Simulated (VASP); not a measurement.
# SrCo2 (P6/mmm) in VASP: notebook, part 2 of 2

VASP 6.6.1. The steps go on from the part before.

## Step 4: Relaxation of cell and atoms, PBE, collinear spin, ferromagnetic start

INCAR

```
PREC = Accurate
ENCUT = 600
EDIFF = 1E-6
ISMEAR = 0
SIGMA = 0.1
LREAL = False
LASPH = True
NELM = 150
ALGO = Fast
ISIF = 3
LWAVE = False
LCHARG = False
ISPIN = 2
MAGMOM = 0 1.24 1.24
LORBIT = 11
LMAXMIX = 4
GGA = PE
IBRION = 2
NSW = 90
EDIFFG = -0.04
```

KPOINTS

```
regular mesh
0
Gamma
  6 6 4
```

POSCAR

```
SrCo2
1.0
    3.7513752219      0.0000000000      0.0000000000
   -1.8756876109      3.2487862413      0.0000000000
    0.0000000000      0.0000000000      4.0504881964
Sr Co
1 2
Direct
    0.0000000000      0.0000000000      0.0000000000
    0.3333333333      0.6666666667      0.5000000000
    0.6666666667      0.3333333333      0.5000000000
```

Potentials or basis: VASP PAW PBE potentials, release 64 (Sr_sv, Co).

The run is started by

```sh
$ cat potpaw_PBE.64/Sr_sv/POTCAR potpaw_PBE.64/Co/POTCAR > POTCAR
$ mpirun -np 1 vasp_std > vasp.out
```

OUTCAR:

```text
PREC = Accurate
   ENCUT = 600
   EDIFF = 1E-6
   ISMEAR = 0
   LREAL = False
   LASPH = True
   NELM = 150
   ISIF = 3
   ISPIN = 2
   LORBIT = 11
   GGA = PE
   IBRION = 2
   NSW = 90
   EDIFFG = -0.04

 ion  position               nearest neighbor table
   1  0.000  0.000  0.000-   2 2.97   3 2.97   2 2.97   3 2.97   2 2.97   2 2.97   3 2.97   3 2.97
                             3 2.97   3 2.97   2 2.97   2 2.97
   2  0.333  0.667  0.500-   3 2.17   3 2.17   3 2.17   1 2.97   1 2.97   1 2.97   1 2.97   1 2.97
                             1 2.97
   3  0.667  0.333  0.500-   2 2.17   2 2.17   2 2.17   1 2.97   1 2.97   1 2.97   1 2.97   1 2.97
                             1 2.97

  LATTYP: Found a hexagonal cell.
 ALAT       =     3.7513752219
 C/A-ratio  =     1.0797342193

  Lattice vectors:

 A1 = (   3.7513752219,   0.0000000000,   0.0000000000)
 A2 = (  -1.8756876109,   3.2487862413,   0.0000000000)
 A3 = (   0.0000000000,   0.0000000000,   4.0504881964)

Analysis of symmetry for initial positions (statically):
=====================================================================
 Subroutine PRICEL returns:
 Original cell was already a primitive cell.

 Routine SETGRP: Setting up the symmetry group for a
 hexagonal supercell.

 Subroutine GETGRP returns: Found 24 space group operations
 (whereof 24 operations were pure point group operations)
 out of a pool of 24 trial point group operations.

The static configuration has the point symmetry D_6h.

Analysis of symmetry for dynamics (positions and initial velocities):
=====================================================================
 Subroutine PRICEL returns:
 Original cell was already a primitive cell.

 Routine SETGRP: Setting up the symmetry group for a
 hexagonal supercell.

 Subroutine GETGRP returns: Found 24 space group operations
 (whereof 24 operations were pure point group operations)
 out of a pool of 24 trial point group operations.

The dynamic configuration has the point symmetry D_6h.

Analysis of structural, dynamic, and magnetic symmetry:
=====================================================================
 Subroutine PRICEL returns:
 Original cell was already a primitive cell.

 Routine SETGRP: Setting up the symmetry group for a
 hexagonal supercell.

 Subroutine GETGRP returns: Found 24 space group operations
 (whereof 24 operations were pure point group operations)
 out of a pool of 24 trial point group operations.

The overall configuration has the point symmetry D_6h.

 Subroutine INISYM returns: Found 24 space group operations
 (whereof 24 operations are pure point group operations),
 and found     1 'primitive' translations

----------------------------------------------------------------------------------------

                                     Primitive cell

  volume of cell :      49.3650

  direct lattice vectors                    reciprocal lattice vectors
     3.751375222  0.000000000  0.000000000     0.266568909  0.153903631  0.000000000
    -1.875687611  3.248786241  0.000000000     0.000000000  0.307807263  0.000000000
     0.000000000  0.000000000  4.050488196     0.000000000  0.000000000  0.246883820

  length of vectors
[... 76 lines left out ...]
   LSORBIT =      F    spin-orbit coupling
   LASPH  =      T    aspherical Exc in radial PAW
   ENCUT  =  600.0 eV  44.10 Ry    6.64 a.u.   7.49  7.49  8.09*2*pi/ulx,y,z
   NELM   =    150;   NELMIN=  2; NELMDL= -5     # of ELM steps
   EDIFF  = 0.1E-05   stopping-criterion for ELM
   LREAL  =      F    real-space projection
   EDIFFG = -.4E-01   stopping-criterion for IOM
   NSW    =     90    number of steps for IOM
   IBRION =      2    ionic relax: 0-MD 1-quasi-New 2-CG
   NFREE  =      1    steps in history (QN), initial steepest desc. (CG)
   ISIF   =      3    stress and relaxation
   ISYM   =      2    0-nonsym 1-usesym 2-fastsym
   POTIM  = 0.5000    time-step for ionic-motion
   TEBEG  =    0.0;   TEEND  =   0.0 temperature during run
   PSTRESS=    0.0 pullay stress
   NELECT =      28.0000    total number of electrons
   NUPDOWN=      -1.0000    fix difference up-down
   EMIN   =  10.00;   EMAX   =-10.00  energy-range for DOS
   EFERMI =   0.00;   METHOD = LEGACY
   ISMEAR =     0;   SIGMA  =   0.10  broadening in eV -4-tet -1-fermi 0-gaus
   EFERMI_NEDOS =   21; number of points for ismear=-14 and -15
   IALGO  =     68    algorithm
   IMIX   =      4    mixing-type and parameters
     AMIX     =   0.40;   BMIX     =  1.00
     AMIX_MAG =   1.60;   BMIX_MAG =  1.00
  volume/ion in A,a.u.               =      16.45       111.04
  Fermi-wavevector in a.u.,A,eV,Ry     =   1.355151  2.560865 24.986222  1.836435
  Thomas-Fermi vector in A             =   2.482263
   LORBIT       =     11    0 simple, 1 ext, 2 COOP (PROOUT), +10 PAW based schemes
   GGA     = PE    functional components
   LHFCALC =     F    Hartree Fock is set to
   AEXX    =    0.0000 exact exchange contribution
   IVDW    =     0    specifies the selected vdW correction
   LEPSILON=     F    determine dielectric tensor
   LRPA    =     F    only Hartree local field effects (RPA)
 conjugate gradient relaxation of ions
 spin polarized calculation
 RMM-DIIS sequential band-by-band and
 Gauss-broadening in eV      SIGMA  =   0.10
  energy-cutoff  :      600.00
  volume of cell :       49.36
 maximum number of plane-waves:      1668
 NGX is ok and might be reduce to    30
   NGX = 15   NGY = 15   NGZ = 17

--------------------------------------- Ionic step        1  -------------------------------------------

 number of electron      28.0000012 magnetization       2.0242813

 Free energy of the ion-electron system (eV)
  ---------------------------------------------------
  ext. energy  EPLUGINS =         0.00000000
  ---------------------------------------------------
  free energy    TOTEN  =       -14.20114865 eV

  energy without entropy =      -14.19350336  energy(sigma->0) =      -14.19732600

------------------------ aborting loop because EDIFF is reached ----------------------------------------

  FORCE on cell =-STRESS in cart. coord.  units (eV):
  Direction    XX          YY          ZZ          XY          YZ          ZX
  --------------------------------------------------------------------------------------
  -------------------------------------------------------------------------------------
  Total        5.8570326      5.8570326      7.1015102      0.0000000      0.0000000      0.0000000
  in kB      190.0943489    190.0943489    230.4847965      0.0000000      0.0000000      0.0000000
  external PRESSURE =     203.5578314 kB  Pullay stress =       0.0000000 kB
[... 24 lines left out ...]
--------------------------------------- Ionic step        2  -------------------------------------------

 number of electron      27.9999980 magnetization      -2.3024808

 E-fermi :   4.0689     XC(G=0):  -9.9643

 val. band max:        4.0439790658   @ k =   0.5000   0.0000   0.5000
 cond. band min:       4.0700114245   @ k =   0.1667   0.1667   0.2500
 fundamental gap:      0.0260323587
 Fermi energy:         4.0688658170

 spin component 1

 k-point     1 :       0.0000    0.0000    0.0000
  band No.  band energies     occupation
      1     -30.6246      1.00000
      2     -12.6253      1.00000
      3     -12.6083      1.00000
      4     -12.6083      1.00000
      5      -1.4092      1.00000
      6       2.1592      1.00000
[... 1100 lines left out ...]
--------------------------------------- Ionic step        7  -------------------------------------------

 number of electron      28.0000009 magnetization      -2.0933503

 Free energy of the ion-electron system (eV)
  ---------------------------------------------------
  ext. energy  EPLUGINS =         0.00000000
  ---------------------------------------------------
  free energy    TOTEN  =       -14.90975553 eV

  energy without entropy =      -14.90047232  energy(sigma->0) =      -14.90511393

 E-fermi :   4.5931     XC(G=0): -10.2647

 val. band max:        4.5664409814   @ k =   0.3333   0.3333   0.0000
 cond. band min:       4.5983665340   @ k =   0.3333   0.3333   0.0000
 fundamental gap:      0.0319255526
 Fermi energy:         4.5931351331

 spin component 1

 k-point     1 :       0.0000    0.0000    0.0000
  band No.  band energies     occupation
      1     -30.1025      1.00000
      2     -12.1091      1.00000
      3     -12.0298      1.00000
      4     -12.0298      1.00000
      5      -1.1171      1.00000
      6       2.3191      1.00000
[... 946 lines left out ...]
  FREE ENERGIE OF THE ION-ELECTRON SYSTEM (eV)
  ---------------------------------------------------
  free  energy   TOTEN  =       -14.9097555254 eV

  energy  without entropy=      -14.9004723247  energy(sigma->0) =      -14.90511393

 reached required accuracy - stopping structural energy minimisation

 total charge

# of ion       s       p       d       tot
------------------------------------------
    1        2.038   5.765   0.236   8.039
    2        0.548   0.340   7.296   8.185
    3        0.548   0.340   7.296   8.185
--------------------------------------------------
tot          3.135   6.446  14.828  24.409

 magnetization (x)

# of ion       s       p       d       tot
------------------------------------------
    1        0.011   0.023   0.056   0.090
    2        0.005   0.034  -1.290  -1.250
    3        0.005   0.034  -1.290  -1.250
--------------------------------------------------
tot          0.021   0.091  -2.523  -2.410
```

It took 13 min on 1 thread of Intel Xeon 8259CL, shared host; peak memory 0.23 GiB.

What came out:

```yaml
Free_energy: -14.9098 eV
Relaxed_volume: 20.48 Å³/atom
Relaxed_cell: a = 3.877 Å, b = 3.877 Å, c = 4.720 Å, α = 90.00°, β = 90.00°, γ = 120.00°
Space_group_after_relaxing_to_0.1_Å: P6/mmm (No. 191)
Energy_gained_by_relaxing: 236.2 meV/atom
Ionic_steps: 7
Pressure_after_relaxing: -0.1 GPa
Net_moment: -2.09 μB per cell
Site_moments: Sr +0.09; Co -1.25 μB
Valence_electrons_inside_the_program's_atomic_spheres: Sr 8.04; Co 8.19
```

Step by step:
```
step  energy change (eV)  largest force (eV/Å)  pressure (GPa)  volume (Å³)
   1              0.0000                0.0000           20.36        49.36
   2             -0.5006                0.0000           -4.80        65.85
   3             -0.5954                0.0000            0.04        60.24
   4             -0.5957                0.0000           -0.29        60.61
   5             -0.6607                0.0000           -0.43        60.99
   6             -0.7027                0.0000            0.23        61.57
   7             -0.7086                0.0000           -0.05        61.43
```

Final structure:
```xyz
3
Lattice="3.8767 0.0000 0.0000 -1.9383 3.3573 0.0000 0.0000 0.0000 4.7199" Properties=species:S:1:pos:R:3 pbc="T T T"
Sr    0.0000    0.0000    0.0000
Co    0.0000    2.2382    2.3600
Co    1.9383    1.1191    2.3600
```

Caveat: the k points lie up to 0.33 Å⁻¹ apart in the final cell; the volume moved by over 15 % at a fixed basis, so the end points are rough.

## Step 5: Single point, PBE, collinear spin, ferromagnetic start

This run uses another cell than the first one, of 20.50 Å³/atom.

INCAR

```
PREC     = Accurate       # precision mode
ENCUT    = 520            # plane-wave cutoff, eV
EDIFF    = 1E-6           # SCF threshold, eV
ISMEAR   = 0              # smearing method
SIGMA    = 0.1            # smearing width, eV
LREAL    = False          # projectors in reciprocal space
LASPH    = True           # aspherical terms in the spheres
NELM     = 150            # most SCF steps
ALGO     = Fast           # electronic algorithm
ISIF     = 2              # what is computed and relaxed
LWAVE    = False          # write WAVECAR
LCHARG   = False          # write CHGCAR
ISPIN    = 2              # spin polarisation
MAGMOM   = 0 1.41 1.41    # initial moments
LORBIT   = 11             # projections on sites
LMAXMIX  = 4              # l up to which the mixer works
GGA      = PE             # functional
NBANDS   = 25             # bands
```

KPOINTS

```
Automatic mesh
0
Gamma
  12 12 10
```

POSCAR

```
SrCo2
1.0
    3.8740565721      0.0000000000      0.0000000000
   -1.9370282860      3.3550314071      0.0000000000
    0.0000000000      0.0000000000      4.7316973828
Sr Co
1 2
Direct
    0.0000000000      0.0000000000      0.0000000000
    0.3333333333      0.6666666667      0.5000000000
    0.6666666667      0.3333333333      0.5000000000
```

Potentials or basis: VASP PAW PBE potentials, release 64 (Sr_sv, Co).

The run is started by

```sh
$ cat potpaw_PBE.64/Sr_sv/POTCAR potpaw_PBE.64/Co/POTCAR > POTCAR
$ mpirun -np 1 vasp_std > vasp.out
```

OUTCAR:

```text
PREC = Accurate
   ENCUT = 520
   EDIFF = 1E-6
   ISMEAR = 0
   LREAL = False
   LASPH = True
   NELM = 150
   ISIF = 2
   ISPIN = 2
   LORBIT = 11
   GGA = PE

 ion  position               nearest neighbor table
   1  0.000  0.000  0.000-   2 3.26   3 3.26   2 3.26   3 3.26   2 3.26   2 3.26   3 3.26   3 3.26
                             3 3.26   3 3.26   2 3.26   2 3.26
   2  0.333  0.667  0.500-   3 2.24   3 2.24   3 2.24   1 3.26   1 3.26   1 3.26   1 3.26   1 3.26
                             1 3.26
   3  0.667  0.333  0.500-   2 2.24   2 2.24   2 2.24   1 3.26   1 3.26   1 3.26   1 3.26   1 3.26
                             1 3.26
[... 1574 lines left out ...]
  energy-cutoff  :      520.00
  volume of cell :       61.50
      direct lattice vectors                 reciprocal lattice vectors
     3.874056572  0.000000000  0.000000000     0.258127361  0.149029901  0.000000000
    -1.937028286  3.355031407  0.000000000     0.000000000  0.298059803  0.000000000
     0.000000000  0.000000000  4.731697383     0.000000000  0.000000000  0.211340650

 POSITION                                       TOTAL-FORCE (eV/Angst)
 -----------------------------------------------------------------------------------
      0.00000      0.00000      0.00000         0.000000      0.000000      0.000000
     -0.00000      2.23669      2.36585        -0.000000      0.000000      0.000000
      1.93703      1.11834      2.36585         0.000000      0.000000     -0.000000
 -----------------------------------------------------------------------------------
    total drift:                                0.000000     -0.000000      0.000000

  FREE ENERGIE OF THE ION-ELECTRON SYSTEM (eV)
  ---------------------------------------------------
  free  energy   TOTEN  =       -14.9261501727 eV

  energy  without entropy=      -14.9173057014  energy(sigma->0) =      -14.92172794

 total charge

# of ion       s       p       d       tot
------------------------------------------
    1        2.039   5.764   0.235   8.038
    2        0.548   0.340   7.297   8.185
    3        0.548   0.340   7.297   8.185
--------------------------------------------------
tot          3.135   6.444  14.828  24.407

 magnetization (x)

# of ion       s       p       d       tot
------------------------------------------
    1       -0.009  -0.020  -0.054  -0.082
    2       -0.004  -0.029   1.306   1.273
    3       -0.004  -0.029   1.306   1.273
--------------------------------------------------
tot         -0.017  -0.078   2.558   2.463
```

OSZICAR:

```text
N       E                     dE             d eps       ncg     rms          rms(c)
DAV:   1     0.192252232110E+03    0.19225E+03   -0.12344E+04 11400   0.121E+03
DAV:   2    -0.551486982221E+01   -0.19777E+03   -0.18358E+03 11640   0.275E+02
DAV:   3    -0.168528426329E+02   -0.11338E+02   -0.10962E+02 14581   0.780E+01
DAV:   4    -0.172998063715E+02   -0.44696E+00   -0.44506E+00 17278   0.120E+01
DAV:   5    -0.173041304081E+02   -0.43240E-02   -0.43220E-02 14703   0.122E+00    0.356E+01
RMM:   6    -0.251070322611E+02   -0.78029E+01   -0.42780E+01 13278   0.585E+01    0.322E+01
RMM:   7    -0.150144241087E+02    0.10093E+02   -0.18580E+01 11671   0.383E+01    0.125E+01
RMM:   8    -0.149334702645E+02    0.80954E-01   -0.27169E-01 12202   0.389E+00    0.431E+00
RMM:   9    -0.149442331919E+02   -0.10763E-01   -0.69996E-02 13834   0.163E+00    0.351E+00
RMM:  10    -0.149289966079E+02    0.15237E-01   -0.50264E-02 14660   0.174E+00    0.140E+00
RMM:  11    -0.149252643639E+02    0.37322E-02   -0.15923E-02 14703   0.772E-01    0.553E-01
RMM:  12    -0.149259624804E+02   -0.69812E-03   -0.47356E-03 17392   0.367E-01    0.220E-01
RMM:  13    -0.149260992665E+02   -0.13679E-03   -0.14307E-03 18714   0.158E-01    0.921E-02
RMM:  14    -0.149261226089E+02   -0.23342E-04   -0.46254E-04 18724   0.902E-02    0.504E-02
RMM:  15    -0.149261403612E+02   -0.17752E-04   -0.13574E-04 19683   0.501E-02    0.261E-02
RMM:  16    -0.149261468778E+02   -0.65166E-05   -0.45920E-05 18507   0.324E-02    0.122E-02
RMM:  17    -0.149261491971E+02   -0.23192E-05   -0.16786E-05 16775   0.182E-02    0.695E-03
RMM:  18    -0.149261501727E+02   -0.97562E-06   -0.60991E-06 12906   0.110E-02
   1 F= -.14926150E+02 E0= -.14921728E+02  d E =-.884447E-02  mag=     2.1884
```

It took 15 min on 1 thread of Intel Xeon 8259CL, shared host; peak memory 0.4 GiB.

Results:

* Free energy: -14.9262 eV
* Pressure: 0.0 GPa
* Net moment: 2.19 μB per cell
* Site moments: Sr -0.08; Co +1.27 μB
* Valence electrons inside the program's atomic spheres: Sr 8.04; Co 8.19

## Step 6: The runs side by side

| task | cell | k mesh | cutoff (eV) | gap on the mesh (eV) | pressure (GPa) | moment (μB) |
| --- | --- | --- | --- | --- | --- | --- |
| single point | a = 3.751, b = 3.751, c = 4.050 Å, angles 90.0, 90.0, 120.0°, 3 atoms | 6 × 6 × 4 | 520 | none | 20.4 | 2.02 |
| single point | a = 3.871, b = 3.871, c = 4.740 Å, angles 90.0, 90.0, 120.0°, 3 atoms | 6 × 6 × 4 | 520 | none | 0.0 | 2.09 |
| relaxation of cell and atoms | relaxed from a = 3.751, b = 3.751, c = 4.050 Å, angles 90.0, 90.0, 120.0°, 3 atoms | 6 × 6 × 4 | 600 | none | -0.1 | 2.09 |
| single point | a = 3.874, b = 3.874, c = 4.732 Å, angles 90.0, 90.0, 120.0°, 3 atoms | 12 × 12 × 10 | 520 | none | 0.0 | 2.19 |

Alike in all rows: level PBE; potentials or basis VASP PAW PBE potentials, release 64 (Sr_sv, Co); spin collinear, ferromagnetic start; smearing gaussian 0.1 eV.

Caveats: some runs use coarse meshes; the volume moved by over 15 % at a fixed basis, so the end points are rough (at least some runs).

Total energies depend on the potentials used, so only differences within one code and one set of settings carry meaning.
